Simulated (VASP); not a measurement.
# Ca (Im-3m) in VASP: notebook

The runs below take Ca through single point, relaxation of cell and atoms, with PBE, PBE+D3(BJ), PBE+D4.

Program: VASP 6.6.1. These are calculated values, not measurements. Logs are shortened: lines on timing, memory, paths and dates and some standing lists are left out, and cuts for length are marked.

### 1 The cell of the first run

The structure is cubic, space group Im-3m (No. 229). The conventional cell has a = 4.382 Å, b = 4.382 Å, c = 4.382 Å, α = 90.00°, β = 90.00°, γ = 90.00°. Within 5.0 Å of Ca (site symmetry m-3m) lie 14 Ca at 3.79 to 4.38 Å.

This isn't the form of Ca at room conditions, which is fcc.

### 2 Single point, PBE

Contents of INCAR:

```
PREC = Accurate
ENCUT = 520
EDIFF = 1E-7
ISMEAR = -1
SIGMA = 0.05
LREAL = False
LASPH = True
NELM = 60
ALGO = Normal
ISIF = 2
LWAVE = False
LCHARG = True
GGA = PE
LELF = True
LVHAR = True
NBANDS = 11
```

Contents of KPOINTS:

```
regular mesh
0
Gamma
  8 8 8
```

Contents of POSCAR:

```
Ca
1.0
   -2.1908547002      2.1908547002      2.1908547002
    2.1908547002     -2.1908547002      2.1908547002
    2.1908547002      2.1908547002     -2.1908547002
Ca
1
Direct
    0.0000000000      0.0000000000      0.0000000000
```

Potentials or basis: VASP PAW PBE potentials, release 64 (Ca_sv).

Started as:

```sh
$ cat potpaw_PBE.64/Ca_sv/POTCAR > POTCAR
$ mpirun -np 1 vasp_std > vasp.out
```

OUTCAR:

```text
PREC = Accurate
   ENCUT = 520
   EDIFF = 1E-7
   ISMEAR = -1
   LREAL = False
   LASPH = True
   NELM = 60
   ISIF = 2
   GGA = PE

 ion  position               nearest neighbor table
   1  0.000  0.000  0.000-

  LATTYP: Found a body centered cubic cell.
 ALAT       =     4.3817094004

  Lattice vectors:

 A1 = (  -2.1908547002,   2.1908547002,   2.1908547002)
 A2 = (   2.1908547002,  -2.1908547002,   2.1908547002)
 A3 = (   2.1908547002,   2.1908547002,  -2.1908547002)

Analysis of symmetry for initial positions (statically):
=====================================================================
 Subroutine PRICEL returns:
 Original cell was already a primitive cell.

 Routine SETGRP: Setting up the symmetry group for a
 body centered cubic supercell.

 Subroutine GETGRP returns: Found 48 space group operations
 (whereof 48 operations were pure point group operations)
 out of a pool of 48 trial point group operations.

The static configuration has the point symmetry O_h .

Analysis of symmetry for dynamics (positions and initial velocities):
=====================================================================
 Subroutine PRICEL returns:
 Original cell was already a primitive cell.

 Routine SETGRP: Setting up the symmetry group for a
 body centered cubic supercell.

 Subroutine GETGRP returns: Found 48 space group operations
 (whereof 48 operations were pure point group operations)
 out of a pool of 48 trial point group operations.

The dynamic configuration has the point symmetry O_h .

 Subroutine INISYM returns: Found 48 space group operations
 (whereof 48 operations are pure point group operations),
 and found     1 'primitive' translations

----------------------------------------------------------------------------------------

                                     Primitive cell

  volume of cell :      42.0630

  direct lattice vectors                    reciprocal lattice vectors
    -2.190854700  2.190854700  2.190854700     0.000000000  0.228221433  0.228221433
     2.190854700 -2.190854700  2.190854700     0.228221433  0.000000000  0.228221433
     2.190854700  2.190854700 -2.190854700     0.228221433  0.228221433  0.000000000

  length of vectors
     3.794671653  3.794671653  3.794671653     0.322753846  0.322753846  0.322753846

  position of ions in fractional coordinates (direct lattice)
     0.000000000  0.000000000  0.000000000

  ion indices of the primitive-cell ions
   primitive index   ion index
                 1           1

----------------------------------------------------------------------------------------

 KPOINTS: regular mesh

Automatic generation of k-mesh.
 Grid dimensions read from file:
 generate k-points for:    8    8    8

 Generating k-lattice:

  Cartesian coordinates                     Fractional coordinates (reciprocal lattice)
     0.000000000  0.028527679  0.028527679     0.125000000  0.000000000  0.000000000
     0.028527679  0.000000000  0.028527679     0.000000000  0.125000000  0.000000000
     0.028527679  0.028527679  0.000000000     0.000000000  0.000000000  0.125000000

  Length of vectors
     0.040344231  0.040344231  0.040344231

  Shift w.r.t. Gamma in fractional coordinates (k-lattice)
     0.000000000  0.000000000  0.000000000

 Subroutine IBZKPT returns following result:
 ===========================================

 Found     29 irreducible k-points:

 Following reciprocal coordinates:
            Coordinates               Weight
  0.000000  0.000000  0.000000      1.000000
  0.125000  0.000000  0.000000     12.000000
  0.250000  0.000000  0.000000     12.000000
  0.375000  0.000000  0.000000     12.000000
  0.500000  0.000000  0.000000      6.000000
  0.125000  0.125000  0.000000     24.000000
[... 16 lines left out ...]
 -0.250000  0.250000  0.250000      6.000000
 -0.375000  0.375000  0.250000     24.000000
 [... further k-points ...]
   k-points           NKPTS =     29   k-points in BZ     NKDIM =     29   number of bands    NBANDS=     11
   number of dos      NEDOS =    301   number of ions     NIONS =      1
   total plane-waves  NPLWV =  21952
   dimension x,y,z NGX =    28 NGY =   28 NGZ =   28
   dimension x,y,z NGXF=    56 NGYF=   56 NGZF=   56
   ions per type =               1
   NGX,Y,Z   is equivalent  to a cutoff of  12.27, 12.27, 12.27 a.u.
   NGXF,Y,Z  is equivalent  to a cutoff of  24.53, 24.53, 24.53 a.u.
 SYSTEM =  unknown system
   PREC   = accura    normal or accurate (medium, high low for compatibility)
   ISTART =      0    job   : 0-new  1-cont  2-samecut
   ICHARG =      2    charge: 1-file 2-atom 10-const
   ISPIN  =      1    spin polarized calculation?
   LNONCOLLINEAR =      F non collinear calculations
   LSORBIT =      F    spin-orbit coupling
   LASPH  =      T    aspherical Exc in radial PAW
   ENCUT  =  520.0 eV  38.22 Ry    6.18 a.u.   7.06  7.06  7.06*2*pi/ulx,y,z
   NELM   =     60;   NELMIN=  2; NELMDL= -5     # of ELM steps
   EDIFF  = 0.1E-06   stopping-criterion for ELM
   LREAL  =      F    real-space projection
   EDIFFG = 0.1E-05   stopping-criterion for IOM
   NSW    =      0    number of steps for IOM
   IBRION =     -1    ionic relax: 0-MD 1-quasi-New 2-CG
   NFREE  =      0    steps in history (QN), initial steepest desc. (CG)
   ISIF   =      2    stress and relaxation
   ISYM   =      2    0-nonsym 1-usesym 2-fastsym
   POTIM  = 0.5000    time-step for ionic-motion
   TEBEG  =    0.0;   TEEND  =   0.0 temperature during run
   PSTRESS=    0.0 pullay stress
   NELECT =      10.0000    total number of electrons
   NUPDOWN=      -1.0000    fix difference up-down
   EMIN   =  10.00;   EMAX   =-10.00  energy-range for DOS
   EFERMI =   0.00;   METHOD = LEGACY
   ISMEAR =    -1;   SIGMA  =   0.05  broadening in eV -4-tet -1-fermi 0-gaus
   EFERMI_NEDOS =   21; number of points for ismear=-14 and -15
   IALGO  =     38    algorithm
   IMIX   =      4    mixing-type and parameters
     AMIX     =   0.40;   BMIX     =  1.00
     AMIX_MAG =   1.60;   BMIX_MAG =  1.00
  volume/ion in A,a.u.               =      42.06       283.86
  Fermi-wavevector in a.u.,A,eV,Ry     =   1.014163  1.916491 13.993964  1.028527
  Thomas-Fermi vector in A             =   2.147375
   LORBIT       =      0    0 simple, 1 ext, 2 COOP (PROOUT), +10 PAW based schemes
   GGA     = PE    functional components
   LHFCALC =     F    Hartree Fock is set to
   AEXX    =    0.0000 exact exchange contribution
   IVDW    =     0    specifies the selected vdW correction
   LEPSILON=     F    determine dielectric tensor
   LRPA    =     F    only Hartree local field effects (RPA)
 non-spin polarized calculation
  energy-cutoff  :      520.00
  volume of cell :       42.06
 maximum number of plane-waves:      1157
   NGX = 15   NGY = 15   NGZ = 15

 number of electron      10.0000003 magnetization

 Free energy of the ion-electron system (eV)
  ---------------------------------------------------
  ext. energy  EPLUGINS =         0.00000000
  ---------------------------------------------------
  free energy    TOTEN  =        -1.91799620 eV

  energy without entropy =       -1.90455712  energy(sigma->0) =       -1.91127666

 E-fermi :   2.0036     XC(G=0):  -7.7440

 val. band max:        2.0012297403   @ k =   0.5000   0.5000   0.2500
 cond. band min:       2.0408721840   @ k =   0.5000   0.5000   0.3750
 fundamental gap:      0.0396424437
 Fermi energy:         2.0035703368

 k-point     1 :       0.0000    0.0000    0.0000
  band No.  band energies     occupation
      1     -40.0234      2.00000
      2     -20.9389      2.00000
      3     -20.9389      2.00000
      4     -20.9389      2.00000
      5      -2.0538      2.00000
      6       4.3247      0.00000
      7       4.3247      0.00000
      8       4.3247      0.00000
      9       5.3846      0.00000
     10       5.3846      0.00000
     11      12.2380      0.00000

 k-point     2 :       0.1250    0.0000    0.0000
  band No.  band energies     occupation
      1     -40.0212      2.00000
      2     -20.9601      2.00000
      3     -20.9460      2.00000
      4     -20.9389      2.00000
      5      -1.7723      2.00000
      6       4.1566      0.00000
      7       4.1888      0.00000
      8       4.5372      0.00000
      9       5.2213      0.00000
     10       5.3918      0.00000
     11      11.7776      0.00000

 k-point     3 :       0.2500    0.0000    0.0000
  band No.  band energies     occupation
      1     -40.0159      2.00000
      2     -21.0107      2.00000
      3     -20.9629      2.00000
      4     -20.9388      2.00000
      5      -0.9735      2.00000
      6       3.5798      0.00000
      7       3.7950      0.00000
      8       5.1341      0.00000
      9       5.2000      0.00000
     10       5.4497      0.00000
     11       9.8846      0.00000

 k-point     4 :       0.3750    0.0000    0.0000
  band No.  band energies     occupation
      1     -40.0106      2.00000
      2     -21.0605      2.00000
      3     -20.9798      2.00000
      4     -20.9388      2.00000
      5       0.1832      2.00000
      6       2.7239      0.00000
      7       3.4801      0.00000
      8       5.3001      0.00000
      9       5.5782      0.00000
     10       5.9445      0.00000
     11       8.0836      0.00000
[... 239 lines left out ...]
 k-point    22 :       0.2500    0.2500    0.2500
  band No.  band energies     occupation
      1     -40.0074      2.00000
      2     -21.0082      2.00000
      3     -21.0082      2.00000
      4     -21.0082      2.00000
      5       2.3657      0.00143
      6       2.3657      0.00143
      7       2.3657      0.00143
      8       5.7056      0.00000
      9       5.7056      0.00000
     10       5.7209      0.00000
     11       7.9412      0.00000

 k-point    23 :      -0.2500    0.2500    0.2500
  band No.  band energies     occupation
      1     -40.0092      2.00000
      2     -21.0126      2.00000
      3     -20.9886      2.00000
      4     -20.9886      2.00000
      5      -0.0032      2.00000
      6       3.4504      0.00000
      7       4.1850      0.00000
      8       4.1850      0.00000
      9       5.1850      0.00000
     10       5.5767      0.00000
     11      10.0673      0.00000

 k-point    24 :      -0.3750    0.3750    0.2500
  band No.  band energies     occupation
      1     -40.0045      2.00000
      2     -21.0449      2.00000
      3     -21.0067      2.00000
      4     -20.9921      2.00000
      5       0.9976      2.00000
      6       2.7416      0.00000
      7       4.1723      0.00000
      8       4.3586      0.00000
      9       5.4565      0.00000
     10       5.8013      0.00000
     11       8.3382      0.00000

 [... further k-points ...]

------------------------ aborting loop because EDIFF is reached ----------------------------------------

  FORCE on cell =-STRESS in cart. coord.  units (eV):
  Direction    XX          YY          ZZ          XY          YZ          ZX
  --------------------------------------------------------------------------------------
  -------------------------------------------------------------------------------------
  Total        0.0118259      0.0118259      0.0118259      0.0000000      0.0000000      0.0000000
  in kB        0.4504455      0.4504455      0.4504455      0.0000000      0.0000000      0.0000000
  external PRESSURE =       0.4504455 kB  Pullay stress =       0.0000000 kB

 VOLUME and BASIS-vectors are now :
 -----------------------------------------------------------------------------
  energy-cutoff  :      520.00
  volume of cell :       42.06
      direct lattice vectors                 reciprocal lattice vectors
    -2.190854700  2.190854700  2.190854700     0.000000000  0.228221433  0.228221433
     2.190854700 -2.190854700  2.190854700     0.228221433  0.000000000  0.228221433
     2.190854700  2.190854700 -2.190854700     0.228221433  0.228221433  0.000000000

 POSITION                                       TOTAL-FORCE (eV/Angst)
 -----------------------------------------------------------------------------------
      0.00000      0.00000      0.00000         0.000000      0.000000     -0.000000
 -----------------------------------------------------------------------------------
    total drift:                               -0.000000     -0.000000     -0.000000

  FREE ENERGIE OF THE ION-ELECTRON SYSTEM (eV)
  ---------------------------------------------------
  free  energy   TOTEN  =        -1.9179961989 eV

  energy  without entropy=       -1.9045571154  energy(sigma->0) =       -1.91127666
```

Wall time 22 s (1 thread of Intel Xeon 8259CL, shared host); peak memory 0.16 GiB.

Results:

```
Free energy            : -1.9180 eV
Pressure               : 0.0 GPa
Band gap on the k mesh : zero (bands 5 and 6 overlap by 0.37 eV)
```

(Part 1 of 2 ends here.)
